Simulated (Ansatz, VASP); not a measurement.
## One calculation of As, two programs

```
CELL_PARAMETERS angstrom
1.84215 1.06357 3.48577
-1.84215 1.06357 3.48577
0.00000 -2.12714 3.48577
ATOMIC_POSITIONS crystal
As 0.22754 0.22754 0.22754
As 0.77246 0.77246 0.77246
```

Change from the starting cell: equal xx and yy strain of -2 %.

Alike in both runs: task single point; functional LDA; k mesh 13 × 13 × 13; occupations fermi-dirac, width 0.05 eV; no spin polarisation.

```csv
,VASP,Ansatz
version,VASP 6.6.1,Ansatz 0.2.0
potentials or method,"VASP PAW LDA potentials, release 64 (As), cutoff 520 eV","all-electron LAPW, scalar-relativistic"
```

```csv
,VASP,Ansatz,Ansatz less VASP
pressure (GPa),2.6,2.1,-0.51
"traceless stress, the component that is largest in VASP (GPa)",-2.02,-1.89,+0.133
rms of the force components (eV/Å),0.228,0.178,-0.0502
```

LDA's correlation is that of Perdew and Zunger in VASP and of Perdew and Wang (1992) in Ansatz. Atom by atom the forces differ by 0.050 eV/Å (rms over components). Ansatz ran all-electron here, and VASP with PAW potentials.
